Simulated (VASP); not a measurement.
# Zr3SiF2 (R-3m) in VASP: single point with PBE

Aim: the single point of Zr3SiF2 with PBE.

Program: VASP 6.6.1. These are calculated values, not measurements. Logs are shortened: lines on timing, memory, paths and dates and some standing lists are left out, and cuts for length are marked.

## Step 1: The cell of the first run

The structure is trigonal, space group R-3m (No. 166). The conventional cell has a = 5.188 Å, b = 5.188 Å, c = 12.458 Å, α = 90.00°, β = 90.00°, γ = 120.00°. Zr (site symmetry 2/m) has 2 Si at 2.56 Å and 4 Zr at 2.59 Å and 6 F at 3.00 to 3.02 Å within 3.4 Å. Si (site symmetry -3m) has 6 Zr at 2.56 Å and 6 F at 3.04 Å within 3.4 Å. Within 4.0 Å of F (site symmetry 3m) lie 9 Zr at 3.00 to 3.02 Å and 3 Si at 3.04 Å and 4 F at 3.10 to 3.17 Å.

## Step 2: Single point, PBE

INCAR reads:

```
  ALGO = Normal
  EDIFF = 1E-6
  ENCUT = 520
  GGA = PE
  ISIF = 2
  ISMEAR = 0
  LASPH = T
  LCHARG = T
  LELF = T
  LREAL = F
  LVHAR = T
  LWAVE = F
  NBANDS = 36
  NELM = 60
  PREC = Accurate
  SIGMA = 0.1
```

KPOINTS reads:

```
k-points
0
Gamma
  6 6 6
```

POSCAR reads:

```
Zr3SiF2
1.0
    2.5939940500      1.4976431600      4.1526334000
   -2.5939940500      1.4976431600      4.1526334000
    0.0000000000     -2.9952863200      4.1526334000
Zr Si F
3 1 2
Direct
    0.0000000000      0.5000000000      0.0000000000
    0.5000000000      0.0000000000      0.0000000000
    0.0000000000      0.0000000000      0.5000000000
    0.0000000000      0.0000000000      0.0000000000
    0.6245104100      0.6245104100      0.6245104100
    0.3754895900      0.3754895900      0.3754895900
```

Potentials or basis: VASP PAW PBE potentials, release 64 (Zr_sv, Si, F).

Started as:

```bash
cat potpaw_PBE.64/Zr_sv/POTCAR potpaw_PBE.64/Si/POTCAR potpaw_PBE.64/F/POTCAR > POTCAR
mpirun -np 1 vasp_std > vasp.out
```

OUTCAR:

```text
EDIFF = 1E-6
   ENCUT = 520
   GGA = PE
   ISIF = 2
   ISMEAR = 0
   LASPH = T
   LREAL = F
   NELM = 60
   PREC = Accurate

 ion  position               nearest neighbor table
   1  0.000  0.500  0.000-   4 2.56   4 2.56   3 2.59   3 2.59   2 2.59   2 2.59
   2  0.500  0.000  0.000-   4 2.56   4 2.56   3 2.59   3 2.59   1 2.59   1 2.59
   3  0.000  0.000  0.500-   4 2.56   4 2.56   2 2.59   1 2.59   1 2.59   2 2.59
   4  0.000  0.000  0.000-   3 2.56   3 2.56   1 2.56   2 2.56   1 2.56   2 2.56
   5  0.625  0.625  0.625-
   6  0.375  0.375  0.375-

  LATTYP: Found a trigonal (rhomboedric) cell.
 ALAT       =     5.1201664349
 COS(alpha) =     0.4866662835

  Lattice vectors:

 A1 = (   2.5939940500,   1.4976431600,   4.1526334000)
 A2 = (  -2.5939940500,   1.4976431600,   4.1526334000)
 A3 = (   0.0000000000,  -2.9952863200,   4.1526334000)

Analysis of symmetry for initial positions (statically):
=====================================================================
 Subroutine PRICEL returns:
 Original cell was already a primitive cell.

 Routine SETGRP: Setting up the symmetry group for a
 trigonal (rhombohedral) supercell.

 Subroutine GETGRP returns: Found 12 space group operations
 (whereof 12 operations were pure point group operations)
 out of a pool of 12 trial point group operations.

The static configuration has the point symmetry D_3d.

Analysis of symmetry for dynamics (positions and initial velocities):
=====================================================================
 Subroutine PRICEL returns:
 Original cell was already a primitive cell.

 Routine SETGRP: Setting up the symmetry group for a
 trigonal (rhombohedral) supercell.

 Subroutine GETGRP returns: Found 12 space group operations
 (whereof 12 operations were pure point group operations)
 out of a pool of 12 trial point group operations.

The dynamic configuration has the point symmetry D_3d.

 Subroutine INISYM returns: Found 12 space group operations
 (whereof 12 operations are pure point group operations),
 and found     1 'primitive' translations

----------------------------------------------------------------------------------------

                                     Primitive cell

[... 92 lines left out ...]
   ISPIN  =      1    spin polarized calculation?
   LNONCOLLINEAR =      F non collinear calculations
   LSORBIT =      F    spin-orbit coupling
   LASPH  =      T    aspherical Exc in radial PAW
   ENCUT  =  520.0 eV  38.22 Ry    6.18 a.u.   9.52  9.52  9.52*2*pi/ulx,y,z
   NELM   =     60;   NELMIN=  2; NELMDL= -5     # of ELM steps
   EDIFF  = 0.1E-05   stopping-criterion for ELM
   LREAL  =      F    real-space projection
   EDIFFG = 0.1E-04   stopping-criterion for IOM
   NSW    =      0    number of steps for IOM
   IBRION =     -1    ionic relax: 0-MD 1-quasi-New 2-CG
   NFREE  =      0    steps in history (QN), initial steepest desc. (CG)
   ISIF   =      2    stress and relaxation
   ISYM   =      2    0-nonsym 1-usesym 2-fastsym
   POTIM  = 0.5000    time-step for ionic-motion
   TEBEG  =    0.0;   TEEND  =   0.0 temperature during run
   PSTRESS=    0.0 pullay stress
   NELECT =      54.0000    total number of electrons
   NUPDOWN=      -1.0000    fix difference up-down
   EMIN   =  10.00;   EMAX   =-10.00  energy-range for DOS
   EFERMI =   0.00;   METHOD = LEGACY
   ISMEAR =     0;   SIGMA  =   0.10  broadening in eV -4-tet -1-fermi 0-gaus
   EFERMI_NEDOS =   21; number of points for ismear=-14 and -15
   IALGO  =     38    algorithm
   IMIX   =      4    mixing-type and parameters
     AMIX     =   0.40;   BMIX     =  1.00
     AMIX_MAG =   1.60;   BMIX_MAG =  1.00
  volume/ion in A,a.u.               =      16.13       108.87
  Fermi-wavevector in a.u.,A,eV,Ry     =   1.347686  2.546757 24.711682  1.816257
  Thomas-Fermi vector in A             =   2.475416
   LORBIT       =      0    0 simple, 1 ext, 2 COOP (PROOUT), +10 PAW based schemes
   GGA     = PE    functional components
   LHFCALC =     F    Hartree Fock is set to
   AEXX    =    0.0000 exact exchange contribution
   IVDW    =     0    specifies the selected vdW correction
   LEPSILON=     F    determine dielectric tensor
   LRPA    =     F    only Hartree local field effects (RPA)
 non-spin polarized calculation
 Gauss-broadening in eV      SIGMA  =   0.10
  energy-cutoff  :      520.00
  volume of cell :       96.79
 maximum number of plane-waves:      2643
 NGX is ok and might be reduce to    40
   NGX = 19   NGY = 19   NGZ = 19

 number of electron      53.9999990 magnetization

 Free energy of the ion-electron system (eV)
  ---------------------------------------------------
  ext. energy  EPLUGINS =         0.00000000
  ---------------------------------------------------
  free energy    TOTEN  =       -34.15095363 eV

  energy without entropy =      -34.12753909  energy(sigma->0) =      -34.13924636

 E-fermi :   8.2563     XC(G=0): -10.9481

 val. band max:        8.2562696070   @ k =  -0.1667   0.3333   0.1667
 cond. band min:       8.2564490043   @ k =  -0.3333   0.3333   0.3333
 fundamental gap:      0.0001793973
 Fermi energy:         8.2563145184

 k-point     1 :       0.0000    0.0000    0.0000
  band No.  band energies     occupation
      1     -40.7142      2.00000
      2     -40.0254      2.00000
      3     -40.0254      2.00000
      4     -20.6558      2.00000
      5     -19.3704      2.00000
      6     -19.3704      2.00000
[... 925 lines left out ...]
     35      11.3344      0.00000
     36      11.5643      0.00000

 [... further k-points ...]
[... 5 lines left out ...]
  --------------------------------------------------------------------------------------
  -------------------------------------------------------------------------------------
  Total       20.5843837     20.5843836      2.1281719      0.0000000     -0.0000000      0.0000000
  in kB      340.7189471    340.7189457     35.2261448      0.0000000     -0.0000000      0.0000000
  external PRESSURE =     238.8880126 kB  Pullay stress =       0.0000000 kB

 VOLUME and BASIS-vectors are now :
 -----------------------------------------------------------------------------
  energy-cutoff  :      520.00
  volume of cell :       96.79
      direct lattice vectors                 reciprocal lattice vectors
     2.593994050  1.497643160  4.152633400     0.192752948  0.111285967  0.080270349
    -2.593994050  1.497643160  4.152633400    -0.192752948  0.111285967  0.080270349
     0.000000000 -2.995286320  4.152633400     0.000000000 -0.222571933  0.080270349

 POSITION                                       TOTAL-FORCE (eV/Angst)
 -----------------------------------------------------------------------------------
     -1.29700      0.74882      2.07632         0.000000      0.000000      0.000000
      1.29700      0.74882      2.07632        -0.000000     -0.000000     -0.000000
      0.00000     -1.49764      2.07632        -0.000000     -0.000000      0.000000
      0.00000      0.00000      0.00000        -0.000000      0.000000      0.000000
      0.00000      0.00000      7.78009        -0.000000      0.000000     -0.384218
      0.00000      0.00000      4.67781        -0.000000     -0.000000      0.384218
 -----------------------------------------------------------------------------------
    total drift:                               -0.000000      0.000000     -0.000000

  FREE ENERGIE OF THE ION-ELECTRON SYSTEM (eV)
  ---------------------------------------------------
  free  energy   TOTEN  =       -34.1509536340 eV

  energy  without entropy=      -34.1275390871  energy(sigma->0) =      -34.13924636
```

OSZICAR:

```text
N       E                     dE             d eps       ncg     rms          rms(c)
DAV:   1     0.518640917550E+03    0.51864E+03   -0.29404E+04  2304   0.148E+03
DAV:   2     0.575819586033E+01   -0.51288E+03   -0.49945E+03  2636   0.425E+02
DAV:   3    -0.346609731065E+02   -0.40419E+02   -0.39514E+02  3624   0.972E+01
DAV:   4    -0.371583060469E+02   -0.24973E+01   -0.24595E+01  3296   0.209E+01
DAV:   5    -0.372314066030E+02   -0.73101E-01   -0.73039E-01  3204   0.335E+00    0.303E+01
DAV:   6    -0.345244802481E+02    0.27069E+01   -0.14013E+01  2620   0.166E+01    0.143E+01
DAV:   7    -0.342436597990E+02    0.28082E+00   -0.25046E+00  2944   0.893E+00    0.799E+00
DAV:   8    -0.341432980932E+02    0.10036E+00   -0.51461E-01  2796   0.412E+00    0.165E+00
DAV:   9    -0.341505647334E+02   -0.72666E-02   -0.43461E-02  3396   0.989E-01    0.561E-01
DAV:  10    -0.341512635870E+02   -0.69885E-03   -0.10886E-02  2612   0.699E-01    0.155E-01
DAV:  11    -0.341509512442E+02    0.31234E-03   -0.22845E-03  2936   0.267E-01    0.547E-02
DAV:  12    -0.341509547397E+02   -0.34955E-05   -0.15244E-04  3040   0.838E-02    0.168E-02
DAV:  13    -0.341509541334E+02    0.60628E-06   -0.13844E-05  2788   0.189E-02    0.722E-03
DAV:  14    -0.341509536340E+02    0.49946E-06   -0.37946E-06  2280   0.979E-03
   1 F= -.34150954E+02 E0= -.34139246E+02  d E =-.234145E-01
```

stdout:

```text
POSCAR found type information on POSCAR ZrSiF
 POSCAR found :  3 types and       6 ions
 scaLAPACK will be used
 LDA part: xc-table for (Slater+PW92), standard interpolation
 POSCAR, INCAR and KPOINTS ok, starting setup
 FFT: planning ... GRIDC
 FFT: planning ... GRID_SOFT
 FFT: planning ... GRID
 WAVECAR not read
 entering main loop
```

Run time: 98 s. Hardware: 1 thread of Intel Xeon Platinum 8375C at 2.90GHz (Ice Lake), shared host; peak memory 0.28 GiB.

Results:

```yaml
Free_energy: -34.1510 eV
Pressure: 23.9 GPa
Largest_force: 0.384 eV/Å
Band_gap_on_the_k_mesh: zero (band 27 reaches 8.91 eV, above the bottom of band 28 at 7.32 eV)
```

Forces on the atoms (eV/Å):
```
Zr   0.000  0.000  0.000
Zr   0.000  0.000  0.000
Zr   0.000  0.000  0.000
Si   0.000  0.000  0.000
F    0.000  0.000 -0.384
F    0.000  0.000  0.384
```

Levels at points of the mesh, in eV from the Fermi level:
```csv
k point,band 23,band 24,band 25,band 26,band 27,band 28,band 29,band 30,band 31,band 32
"(0.00, 0.00, 0.00)",-2.28,-1.98,-1.98,-0.18,0.21,0.21,0.50,0.67,0.67,2.15
"(0.50, 0.00, 0.00)",-2.25,-1.06,-0.77,-0.26,-0.06,1.00,1.53,1.55,1.55,1.68
"(0.50, 0.50, 0.00)",-1.94,-1.63,-1.49,-0.47,0.65,1.01,1.23,1.24,1.69,1.89
"(0.50, 0.50, 0.50)",-3.33,-2.29,-2.29,-1.32,-1.32,-0.94,0.94,0.94,1.01,4.51
```
